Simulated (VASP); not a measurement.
Write the native input for VASP 6.6.1 that does the following.

```
Task                   : single point
Functional             : r2SCAN
Potentials or basis    : VASP PAW PBE potentials, release 64 (Sr_sv)
Cutoff                 : 520 eV
k mesh                 : 9 × 9 × 9
Occupations            : fermi-dirac, width 0.1 eV
Spin                   : non-collinear spin, zero start, spin-orbit coupling
Starting moments       : [[0.0, 0.0, 0.0]] μB
Dipole correction      : no
Further INCAR settings : ALGO = Normal; EDIFF = 1e-07; NBANDS = 21
```

The system is Sr.

```
Sr
1.0
    -2.41471    2.41471    2.41471
     2.41471   -2.41471    2.41471
     2.41471    2.41471   -2.41471
Sr
1
Direct
  0.00000 0.00000 0.00000
```

This isn't the form of Sr at room conditions, which is fcc.

One way to write it, as run:

POSCAR

```
Sr
1.0
   -2.4147147952      2.4147147952      2.4147147952
    2.4147147952     -2.4147147952      2.4147147952
    2.4147147952      2.4147147952     -2.4147147952
Sr
1
Direct
    0.0000000000      0.0000000000      0.0000000000
```

INCAR.step1

```
SYSTEM = Sr
PREC = Accurate
ENCUT = 520
ISMEAR = -1
SIGMA = 0.1
LREAL = .FALSE.
LASPH = .TRUE.
NELM = 150
LNONCOLLINEAR = .TRUE.
MAGMOM = 0 0 0
LSORBIT = .TRUE.
GGA_COMPAT = .FALSE.
NBANDS = 21
GGA = PE
ALGO = Normal
EDIFF = 1E-4
LWAVE = .TRUE.
LCHARG = .FALSE.
```

INCAR.step2

```
SYSTEM = Sr
PREC = Accurate
ENCUT = 520
EDIFF = 1E-7
ISMEAR = -1
SIGMA = 0.1
LREAL = .FALSE.
LASPH = .TRUE.
NELM = 150
ALGO = Normal
ISIF = 2
LWAVE = .FALSE.
LCHARG = .FALSE.
LNONCOLLINEAR = .TRUE.
MAGMOM = 0 0 0
LORBIT = 11
LSORBIT = .TRUE.
GGA_COMPAT = .FALSE.
LORBMOM = .TRUE.
METAGGA = R2SCAN
LMIXTAU = .TRUE.
NBANDS = 21
ISTART = 1
```

KPOINTS

```
Automatic mesh
0
G
  9 9 9
  0 0 0
```

Potentials or basis: VASP PAW PBE potentials, release 64 (Sr_sv).

Launch:

```console
$ cat potpaw_PBE.64/Sr_sv/POTCAR > POTCAR
$ cp INCAR.step1 INCAR
$ mpirun -np 1 vasp_ncl > vasp.out
$ cp INCAR.step2 INCAR
$ mpirun -np 1 vasp_ncl > vasp.out
```

It gave:

The pressure is 0.0 GPa. The net moment is 0.00 μB per cell and the valence electrons inside the program's atomic spheres are Sr 8.00.

Caveat: the PAW data sets were made with another functional, which shifts forces and pressure a little.

It took 10 min on 1 thread of Intel Xeon 8259CL (shared host), peak memory 0.4 GiB.
